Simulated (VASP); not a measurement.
# SnO (F-43m) in VASP: settings compared, part 2 of 2

VASP 6.6.1.

### Step 5. Single point, r2SCAN

This run uses another cell than the first one, of 19.86 Å³/atom, 0.971 times its volume.

POSCAR reads:

```
SnO
1.0
    0.0000000000      2.7082147171      2.7082147171
    2.7082147171      0.0000000000      2.7082147171
    2.7082147171      2.7082147171      0.0000000000
Sn O
1 1
Direct
    0.0000000000      0.0000000000      0.0000000000
    0.2500000000      0.2500000000      0.2500000000
```

INCAR.step1 reads:

```
ALGO = Normal ; EDIFF = 1E-4
ENCUT = 520 ; GGA = PE
ISMEAR = -1 ; LASPH = True
LCHARG = False ; LREAL = False
LWAVE = True ; NBANDS = 17
NELM = 100 ; PREC = Accurate
SIGMA = 0.02
```

INCAR.step2 reads:

```
ALGO = Normal ; EDIFF = 1E-7
ENCUT = 520 ; ISIF = 2
ISMEAR = -1 ; ISTART = 1
LASPH = True ; LCHARG = False
LMIXTAU = True ; LREAL = False
LWAVE = False ; METAGGA = R2SCAN
NBANDS = 17 ; NELM = 100
PREC = Accurate ; SIGMA = 0.02
```

KPOINTS reads:

```
k-points
0
Gamma
  8 8 8
```

Potentials or basis: VASP PAW PBE potentials, release 64 (Sn_d, O).

Run with:

```sh
$ cat potpaw_PBE.64/Sn_d/POTCAR potpaw_PBE.64/O/POTCAR > POTCAR
$ cp INCAR.step1 INCAR
$ mpirun -np 1 vasp_std > vasp.out
$ cp INCAR.step2 INCAR
$ mpirun -np 1 vasp_std > vasp.out
```

OUTCAR:

```text
EDIFF = 1E-7
   ENCUT = 520
   ISIF = 2
   ISMEAR = -1
   ISTART = 1
   LASPH = True
   LREAL = False
   METAGGA = R2SCAN
   NELM = 100
   PREC = Accurate

 ion  position               nearest neighbor table
   1  0.000  0.000  0.000-   2 2.35   2 2.35   2 2.35   2 2.35
   2  0.250  0.250  0.250-   1 2.35   1 2.35   1 2.35   1 2.35

  LATTYP: Found a face centered cubic cell.
 ALAT       =     5.4164294342

  Lattice vectors:

 A1 = (   0.0000000000,   2.7082147171,   2.7082147171)
 A2 = (   2.7082147171,   0.0000000000,   2.7082147171)
 A3 = (   2.7082147171,   2.7082147171,   0.0000000000)

Analysis of symmetry for initial positions (statically):
=====================================================================
 Subroutine PRICEL returns:
 Original cell was already a primitive cell.

 Routine SETGRP: Setting up the symmetry group for a
 face centered cubic supercell.

 Subroutine GETGRP returns: Found 24 space group operations
 (whereof 24 operations were pure point group operations)
 out of a pool of 48 trial point group operations.

The static configuration has the point symmetry T_d .

Analysis of symmetry for dynamics (positions and initial velocities):
=====================================================================
 Subroutine PRICEL returns:
 Original cell was already a primitive cell.

 Routine SETGRP: Setting up the symmetry group for a
 face centered cubic supercell.

 Subroutine GETGRP returns: Found 24 space group operations
 (whereof 24 operations were pure point group operations)
 out of a pool of 48 trial point group operations.

The dynamic configuration has the point symmetry T_d .

 Subroutine INISYM returns: Found 24 space group operations
 (whereof 24 operations are pure point group operations),
 and found     1 'primitive' translations

----------------------------------------------------------------------------------------

                                     Primitive cell

  volume of cell :      39.7264

  direct lattice vectors                    reciprocal lattice vectors
     0.000000000  2.708214717  2.708214717    -0.184623471  0.184623471  0.184623471
     2.708214717  0.000000000  2.708214717     0.184623471 -0.184623471  0.184623471
     2.708214717  2.708214717  0.000000000     0.184623471  0.184623471 -0.184623471

  length of vectors
     3.829993983  3.829993983  3.829993983     0.319777231  0.319777231  0.319777231

  position of ions in fractional coordinates (direct lattice)
     0.000000000  0.000000000  0.000000000
     0.250000000  0.250000000  0.250000000

  ion indices of the primitive-cell ions
   primitive index   ion index
                 1           1
                 2           2

----------------------------------------------------------------------------------------

 KPOINTS: k-points

Automatic generation of k-mesh.
 Grid dimensions read from file:
 generate k-points for:    8    8    8

 Generating k-lattice:

  Cartesian coordinates                     Fractional coordinates (reciprocal lattice)
    -0.023077934  0.023077934  0.023077934     0.125000000  0.000000000  0.000000000
     0.023077934 -0.023077934  0.023077934     0.000000000  0.125000000  0.000000000
     0.023077934  0.023077934 -0.023077934     0.000000000  0.000000000  0.125000000

  Length of vectors
     0.039972154  0.039972154  0.039972154

  Shift w.r.t. Gamma in fractional coordinates (k-lattice)
     0.000000000  0.000000000  0.000000000

 Subroutine IBZKPT returns following result:
 ===========================================

 Found     29 irreducible k-points:

 Following reciprocal coordinates:
            Coordinates               Weight
  0.000000  0.000000  0.000000      1.000000
  0.125000  0.000000  0.000000      8.000000
  0.250000  0.000000  0.000000      8.000000
  0.375000  0.000000  0.000000      8.000000
  0.500000  0.000000  0.000000      4.000000
  0.125000  0.125000  0.000000      6.000000
[... 16 lines left out ...]
  0.500000  0.250000  0.125000     48.000000
 -0.375000  0.250000  0.125000     24.000000
 [... further k-points ...]
   k-points           NKPTS =     29   k-points in BZ     NKDIM =     29   number of bands    NBANDS=     17
   number of dos      NEDOS =    301   number of ions     NIONS =      2
   total plane-waves  NPLWV =  21952
   dimension x,y,z NGX =    28 NGY =   28 NGZ =   28
   dimension x,y,z NGXF=    56 NGYF=   56 NGZF=   56
   ions per type =               1   1
   NGX,Y,Z   is equivalent  to a cutoff of  12.15, 12.15, 12.15 a.u.
   NGXF,Y,Z  is equivalent  to a cutoff of  24.31, 24.31, 24.31 a.u.
 SYSTEM =  unknown system
   PREC   = accura    normal or accurate (medium, high low for compatibility)
   ISTART =      1    job   : 0-new  1-cont  2-samecut
   ICHARG =      0    charge: 1-file 2-atom 10-const
   ISPIN  =      1    spin polarized calculation?
   LNONCOLLINEAR =      F non collinear calculations
   LSORBIT =      F    spin-orbit coupling
   LASPH  =      T    aspherical Exc in radial PAW
   ENCUT  =  520.0 eV  38.22 Ry    6.18 a.u.   7.12  7.12  7.12*2*pi/ulx,y,z
   NELM   =    100;   NELMIN=  2; NELMDL=  0     # of ELM steps
   EDIFF  = 0.1E-06   stopping-criterion for ELM
   LREAL  =      F    real-space projection
   EDIFFG = 0.1E-05   stopping-criterion for IOM
   NSW    =      0    number of steps for IOM
   IBRION =     -1    ionic relax: 0-MD 1-quasi-New 2-CG
   NFREE  =      0    steps in history (QN), initial steepest desc. (CG)
   ISIF   =      2    stress and relaxation
   ISYM   =      2    0-nonsym 1-usesym 2-fastsym
   POTIM  = 0.5000    time-step for ionic-motion
   TEBEG  =    0.0;   TEEND  =   0.0 temperature during run
   PSTRESS=    0.0 pullay stress
   NELECT =      20.0000    total number of electrons
   NUPDOWN=      -1.0000    fix difference up-down
   EMIN   =  10.00;   EMAX   =-10.00  energy-range for DOS
   EFERMI =   0.00;   METHOD = LEGACY
   ISMEAR =    -1;   SIGMA  =   0.02  broadening in eV -4-tet -1-fermi 0-gaus
   EFERMI_NEDOS =   21; number of points for ismear=-14 and -15
   IALGO  =     38    algorithm
   IMIX   =      4    mixing-type and parameters
     AMIX     =   0.40;   BMIX     =  1.00
     AMIX_MAG =   1.60;   BMIX_MAG =  1.00
  volume/ion in A,a.u.               =      19.86       134.04
  Fermi-wavevector in a.u.,A,eV,Ry     =   1.302342  2.461070 23.076772  1.696095
  Thomas-Fermi vector in A             =   2.433416
   LORBIT       =      0    0 simple, 1 ext, 2 COOP (PROOUT), +10 PAW based schemes
   METAGGA = R2SCAN    functional components
   LHFCALC =     F    Hartree Fock is set to
   AEXX    =    0.0000 exact exchange contribution
   IVDW    =     0    specifies the selected vdW correction
   LEPSILON=     F    determine dielectric tensor
   LRPA    =     F    only Hartree local field effects (RPA)
 non-spin polarized calculation
  energy-cutoff  :      520.00
  volume of cell :       39.73
 maximum number of plane-waves:      1090
   NGX = 15   NGY = 15   NGZ = 15

 number of electron      19.9999996 magnetization

 Free energy of the ion-electron system (eV)
  ---------------------------------------------------
  ext. energy  EPLUGINS =         0.00000000
  ---------------------------------------------------
  free energy    TOTEN  =       -32.19977482 eV

  energy without entropy =      -32.19936367  energy(sigma->0) =      -32.19956925

 E-fermi :   6.1328     XC(G=0): -10.2845

 val. band max:        6.1319529705   @ k =  -0.2500   0.5000   0.2500
 cond. band min:       6.2372858430   @ k =  -0.3750   0.5000   0.1250
 fundamental gap:      0.1053328725
 Fermi energy:         6.1327822421

 k-point     1 :       0.0000    0.0000    0.0000
  band No.  band energies     occupation
      1     -16.4457      2.00000
      2     -16.4457      2.00000
      3     -16.4457      2.00000
      4     -16.3917      2.00000
      5     -16.3917      2.00000
      6     -14.1181      2.00000
[... 9 lines left out ...]
     16      17.9862      0.00000
     17      17.9862      0.00000

 k-point     2 :       0.1250    0.0000    0.0000
  band No.  band energies     occupation
      1     -16.4730      2.00000
      2     -16.4409      2.00000
      3     -16.4409      2.00000
      4     -16.3915      2.00000
      5     -16.3915      2.00000
      6     -14.0266      2.00000
[... 9 lines left out ...]
     16      17.4000      0.00000
     17      17.5177      0.00000
[... 421 lines left out ...]
 k-point    24 :      -0.3750    0.2500    0.1250
  band No.  band energies     occupation
      1     -16.6331      2.00000
      2     -16.4257      2.00000
      3     -16.4085      2.00000
      4     -16.3870      2.00000
      5     -16.3759      2.00000
      6     -13.3727      2.00000
[... 9 lines left out ...]
     16      18.9582      0.00000
     17      20.7609      0.00000

 [... further k-points ...]
[... 5 lines left out ...]
  --------------------------------------------------------------------------------------
  -------------------------------------------------------------------------------------
  Total        0.0803952      0.0803952      0.0803952     -0.0000000      0.0000000     -0.0000000
  in kB        3.2423596      3.2423596      3.2423596     -0.0000000      0.0000000     -0.0000000
  external PRESSURE =       3.2423596 kB  Pullay stress =       0.0000000 kB

 VOLUME and BASIS-vectors are now :
 -----------------------------------------------------------------------------
  energy-cutoff  :      520.00
  volume of cell :       39.73
      direct lattice vectors                 reciprocal lattice vectors
     0.000000000  2.708214717  2.708214717    -0.184623471  0.184623471  0.184623471
     2.708214717  0.000000000  2.708214717     0.184623471 -0.184623471  0.184623471
     2.708214717  2.708214717  0.000000000     0.184623471  0.184623471 -0.184623471

 POSITION                                       TOTAL-FORCE (eV/Angst)
 -----------------------------------------------------------------------------------
      0.00000      0.00000      0.00000         0.000000      0.000000     -0.000000
      1.35411      1.35411      1.35411        -0.000000     -0.000000      0.000000
 -----------------------------------------------------------------------------------
    total drift:                               -0.000002     -0.000002     -0.000002

  FREE ENERGIE OF THE ION-ELECTRON SYSTEM (eV)
  ---------------------------------------------------
  free  energy   TOTEN  =       -32.1997748188 eV

  energy  without entropy=      -32.1993636712  energy(sigma->0) =      -32.19956925
```

OUTCAR.step1:

```text
EDIFF = 1E-4
   ENCUT = 520
   GGA = PE
   ISMEAR = -1
   LASPH = True
[... 700 lines left out ...]
      0.00000      0.00000      0.00000        -0.000000     -0.000000     -0.000000
      1.35411      1.35411      1.35411         0.000000      0.000000      0.000000
 -----------------------------------------------------------------------------------
    total drift:                               -0.000000     -0.000000     -0.000000

  FREE ENERGIE OF THE ION-ELECTRON SYSTEM (eV)
  ---------------------------------------------------
  free  energy   TOTEN  =       -10.4448052816 eV

  energy  without entropy=      -10.4441183099  energy(sigma->0) =      -10.44446180
```

OSZICAR.step1:

```text
N       E                     dE             d eps       ncg     rms          rms(c)
DAV:   1     0.150204941716E+03    0.15020E+03   -0.10574E+04  1026   0.165E+03
DAV:   2     0.229092072288E+01   -0.14791E+03   -0.14183E+03  1082   0.380E+02
DAV:   3    -0.122889451098E+02   -0.14580E+02   -0.14514E+02  1176   0.108E+02
DAV:   4    -0.126166836866E+02   -0.32774E+00   -0.32759E+00  1164   0.175E+01
DAV:   5    -0.126260729445E+02   -0.93893E-02   -0.93888E-02  1281   0.283E+00    0.870E+00
DAV:   6    -0.107532743605E+02    0.18728E+01   -0.13934E+01  1469   0.425E+01    0.532E+00
DAV:   7    -0.104736631635E+02    0.27961E+00   -0.25851E+00  1204   0.870E+00    0.138E+00
DAV:   8    -0.104457379071E+02    0.27925E-01   -0.14074E-01  1057   0.293E+00    0.454E-01
DAV:   9    -0.104445879172E+02    0.11500E-02   -0.11244E-02  1317   0.910E-01    0.138E-01
DAV:  10    -0.104451440786E+02   -0.55616E-03   -0.49646E-03  1458   0.512E-01    0.136E-01
DAV:  11    -0.104447989924E+02    0.34509E-03   -0.20854E-03  1461   0.278E-01    0.125E-02
DAV:  12    -0.104448052816E+02   -0.62892E-05   -0.87000E-05   551   0.646E-02
   1 F= -.10444805E+02 E0= -.10444462E+02  d E =-.686972E-03
```

Run time: 68 s. Hardware: 1 thread of Intel Xeon Platinum 8488C (Sapphire Rapids), shared host; peak memory 0.17 GiB.

Results:

```
Free energy            : -32.1998 eV
Pressure               : 0.3 GPa
Band gap on the k mesh : zero (band 10 reaches 6.13 eV, above the bottom of band 11 at 5.94 eV)
```

Levels at points of the mesh, in eV from the Fermi level:
```
           k point  band 6  band 7  band 8  band 9  band 10  band 11  band 12  band 13  band 14  band 15
(0.00, 0.00, 0.00)  -20.25   -6.51   -4.00   -4.00    -4.00     4.63     4.63     4.63     9.45    11.85
(0.50, 0.00, 0.00)  -19.60   -8.36   -4.44   -4.44    -2.49     1.71     4.77     4.77     8.85    11.48
(0.50, 0.50, 0.00)  -19.42   -8.17   -5.21   -5.21    -0.63    -0.19     5.44     5.44     5.58    10.72
```

Caveat: the PAW data sets were made with another functional, which shifts forces and pressure a little; spin-orbit coupling is left out, which moves the levels of the heavy elements.

### Step 6. Summary

```tsv
level	cell	k mesh	gap on the mesh (eV)	pressure (GPa)
r2SCAN	a = 3.868 Å, angles 60.0°, 2 atoms	6 × 6 × 6	none	-1.8
r2SCAN	a = 3.905 Å, angles 60.0°, 2 atoms	6 × 6 × 6	none	-3.5
PBE	a = 3.830 Å, angles 60.0°, 2 atoms	8 × 8 × 8	none	2.4
r2SCAN	a = 3.830 Å, angles 60.0°, 2 atoms	8 × 8 × 8	none	0.3
```

Alike in all rows: task single point; potentials or basis VASP PAW PBE potentials, release 64 (Sn_d, O); no spin polarisation; cutoff (eV) 520; smearing fermi-dirac 0.02 eV.

Caveats: spin-orbit coupling is left out, which moves the levels of the heavy elements; the PAW data sets were made with another functional, which shifts forces and pressure a little (some runs).

Total energies depend on the potentials used, so only differences within one code and one set of settings carry meaning.
